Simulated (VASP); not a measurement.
# Cs (Im-3m) in VASP: single point with PBE

Aim: the single point of Cs with PBE.

Everything below comes from runs of VASP 6.6.1. Logs are shortened: lines on timing, memory, paths and dates and some standing lists are left out, and cuts for length are marked.

## (1) The cell of the first run

The structure is cubic, space group Im-3m (No. 229). The conventional cell has a = 6.000 Å, b = 6.000 Å, c = 6.000 Å, α = 90.00°, β = 90.00°, γ = 90.00°.

## (2) Single point, PBE

Contents of INCAR:

```
SYSTEM = Cs
PREC = Accurate
ENCUT = 500
EDIFF = 1E-6
ISMEAR = -1
SIGMA = 0.05
LREAL = .FALSE.
LASPH = .TRUE.
NELM = 120
ALGO = Normal
ISIF = 2
LWAVE = .FALSE.
LCHARG = .FALSE.
GGA = PE
NBANDS = 10
GGA_COMPAT = .FALSE.
```

Contents of KPOINTS:

```
regular mesh
0
G
  6 6 6
  0 0 0
```

Contents of POSCAR:

```
Cs
1.0
   -3.0000000000      3.0000000000      3.0000000000
    3.0000000000     -3.0000000000      3.0000000000
    3.0000000000      3.0000000000     -3.0000000000
Cs
1
Direct
    0.0000000000      0.0000000000      0.0000000000
```

Potentials or basis: VASP PAW PBE potentials, release 64 (Cs_sv).

Command:

```console
> cat potpaw_PBE.64/Cs_sv/POTCAR > POTCAR
> mpirun -np 1 vasp_std > vasp.out
```

OUTCAR:

```text
SYSTEM = Cs
   PREC = Accurate
   ENCUT = 500
   EDIFF = 1E-6
   ISMEAR = -1
   LREAL = .FALSE.
   LASPH = .TRUE.
   NELM = 120
   ISIF = 2
   GGA = PE

 ion  position               nearest neighbor table
   1  0.000  0.000  0.000-

  LATTYP: Found a body centered cubic cell.
 ALAT       =     6.0000000000

  Lattice vectors:

 A1 = (  -3.0000000000,   3.0000000000,   3.0000000000)
 A2 = (   3.0000000000,  -3.0000000000,   3.0000000000)
 A3 = (   3.0000000000,   3.0000000000,  -3.0000000000)

Analysis of symmetry for initial positions (statically):
=====================================================================
 Subroutine PRICEL returns:
 Original cell was already a primitive cell.

 Routine SETGRP: Setting up the symmetry group for a
 body centered cubic supercell.

 Subroutine GETGRP returns: Found 48 space group operations
 (whereof 48 operations were pure point group operations)
 out of a pool of 48 trial point group operations.

The static configuration has the point symmetry O_h .

Analysis of symmetry for dynamics (positions and initial velocities):
=====================================================================
 Subroutine PRICEL returns:
 Original cell was already a primitive cell.

 Routine SETGRP: Setting up the symmetry group for a
 body centered cubic supercell.

 Subroutine GETGRP returns: Found 48 space group operations
 (whereof 48 operations were pure point group operations)
 out of a pool of 48 trial point group operations.

The dynamic configuration has the point symmetry O_h .

 Subroutine INISYM returns: Found 48 space group operations
 (whereof 48 operations are pure point group operations),
 and found     1 'primitive' translations

----------------------------------------------------------------------------------------

                                     Primitive cell

  volume of cell :     108.0000

  direct lattice vectors                    reciprocal lattice vectors
    -3.000000000  3.000000000  3.000000000     0.000000000  0.166666667  0.166666667
     3.000000000 -3.000000000  3.000000000     0.166666667  0.000000000  0.166666667
     3.000000000  3.000000000 -3.000000000     0.166666667  0.166666667  0.000000000

  length of vectors
     5.196152423  5.196152423  5.196152423     0.235702260  0.235702260  0.235702260
[... 70 lines left out ...]
   EDIFF  = 0.1E-05   stopping-criterion for ELM
   LREAL  =      F    real-space projection
   EDIFFG = 0.1E-04   stopping-criterion for IOM
   NSW    =      0    number of steps for IOM
   IBRION =     -1    ionic relax: 0-MD 1-quasi-New 2-CG
   NFREE  =      0    steps in history (QN), initial steepest desc. (CG)
   ISIF   =      2    stress and relaxation
   ISYM   =      2    0-nonsym 1-usesym 2-fastsym
   POTIM  = 0.5000    time-step for ionic-motion
   TEBEG  =    0.0;   TEEND  =   0.0 temperature during run
   PSTRESS=    0.0 pullay stress
   NELECT =       9.0000    total number of electrons
   NUPDOWN=      -1.0000    fix difference up-down
   EMIN   =  10.00;   EMAX   =-10.00  energy-range for DOS
   EFERMI =   0.00;   METHOD = LEGACY
   ISMEAR =    -1;   SIGMA  =   0.05  broadening in eV -4-tet -1-fermi 0-gaus
   EFERMI_NEDOS =   21; number of points for ismear=-14 and -15
   IALGO  =     38    algorithm
   IMIX   =      4    mixing-type and parameters
     AMIX     =   0.40;   BMIX     =  1.00
     AMIX_MAG =   1.60;   BMIX_MAG =  1.00
  volume/ion in A,a.u.               =     108.00       728.82
  Fermi-wavevector in a.u.,A,eV,Ry     =   0.715069  1.351284  6.956974  0.511323
  Thomas-Fermi vector in A             =   1.803133
   LORBIT       =      0    0 simple, 1 ext, 2 COOP (PROOUT), +10 PAW based schemes
   GGA     = PE    functional components
   LHFCALC =     F    Hartree Fock is set to
   AEXX    =    0.0000 exact exchange contribution
   IVDW    =     0    specifies the selected vdW correction
   LEPSILON=     F    determine dielectric tensor
   LRPA    =     F    only Hartree local field effects (RPA)
 non-spin polarized calculation
  energy-cutoff  :      500.00
  volume of cell :      108.00
 maximum number of plane-waves:      2767
 NGX is ok and might be reduce to    40
   NGX = 19   NGY = 19   NGZ = 19

 number of electron       8.9999998 magnetization

 Free energy of the ion-electron system (eV)
  ---------------------------------------------------
  ext. energy  EPLUGINS =         0.00000000
  ---------------------------------------------------
  free energy    TOTEN  =        -0.84208097 eV

  energy without entropy =       -0.82357207  energy(sigma->0) =       -0.83282652

 E-fermi :   0.6229     XC(G=0):  -5.5669

 val. band max:        0.5227006951   @ k =   0.1667   0.1667   0.1667
 cond. band min:       0.6250146428   @ k =   0.5000   0.0000   0.0000
 fundamental gap:      0.1023139477
 Fermi energy:         0.6229156784

 k-point     1 :       0.0000    0.0000    0.0000
  band No.  band energies     occupation
      1     -23.2068      2.00000
      2      -9.9394      2.00000
      3      -9.9394      2.00000
      4      -9.9394      2.00000
      5      -1.1256      2.00000
      6       3.1464      0.00000
      7       3.1464      0.00000
      8       3.1464      0.00000
      9       4.0514      0.00000
     10       4.0514      0.00000
[... 183 lines left out ...]
 k-point    16 :       0.5000    0.5000    0.5000
  band No.  band energies     occupation
      1     -23.1907      2.00000
      2     -10.0594      2.00000
      3     -10.0594      2.00000
      4     -10.0594      2.00000
      5       1.2086      0.00002
      6       1.2086      0.00002
      7       3.7952      0.00000
      8       3.7952      0.00000
      9       3.7952      0.00000
     10       5.2090      0.00000

------------------------ aborting loop because EDIFF is reached ----------------------------------------

  FORCE on cell =-STRESS in cart. coord.  units (eV):
  Direction    XX          YY          ZZ          XY          YZ          ZX
  --------------------------------------------------------------------------------------
  -------------------------------------------------------------------------------------
  Total        0.1203814      0.1203814      0.1203814      0.0000000      0.0000000     -0.0000000
  in kB        1.7858549      1.7858549      1.7858549      0.0000000      0.0000000     -0.0000000
  external PRESSURE =       1.7858549 kB  Pullay stress =       0.0000000 kB

 VOLUME and BASIS-vectors are now :
 -----------------------------------------------------------------------------
  energy-cutoff  :      500.00
  volume of cell :      108.00
      direct lattice vectors                 reciprocal lattice vectors
    -3.000000000  3.000000000  3.000000000     0.000000000  0.166666667  0.166666667
     3.000000000 -3.000000000  3.000000000     0.166666667  0.000000000  0.166666667
     3.000000000  3.000000000 -3.000000000     0.166666667  0.166666667  0.000000000

 POSITION                                       TOTAL-FORCE (eV/Angst)
 -----------------------------------------------------------------------------------
      0.00000      0.00000      0.00000        -0.000000      0.000000      0.000000
 -----------------------------------------------------------------------------------
    total drift:                               -0.000000     -0.000000     -0.000000

  FREE ENERGIE OF THE ION-ELECTRON SYSTEM (eV)
  ---------------------------------------------------
  free  energy   TOTEN  =        -0.8420809698 eV

  energy  without entropy=       -0.8235720692  energy(sigma->0) =       -0.83282652
```

Wall time 5.9 s (1 thread of Intel Xeon 6975P-C (Granite Rapids), shared host); peak memory 0.22 GiB.

Results:

```yaml
Free_energy: -0.8421 eV
Pressure: 0.2 GPa
```

Levels at points of the mesh, in eV from the Fermi level:
```
           k point  band 2  band 3  band 4  band 5  band 6  band 7
(0.00, 0.00, 0.00)  -10.56  -10.56  -10.56   -1.75    2.52    2.52
(0.50, 0.00, 0.00)  -10.73  -10.62  -10.56    0.00    0.94    1.63
(0.50, 0.50, 0.50)  -10.68  -10.68  -10.68    0.59    0.59    3.17
```

Caveat: spin-orbit coupling is left out, which moves the levels of the heavy elements.
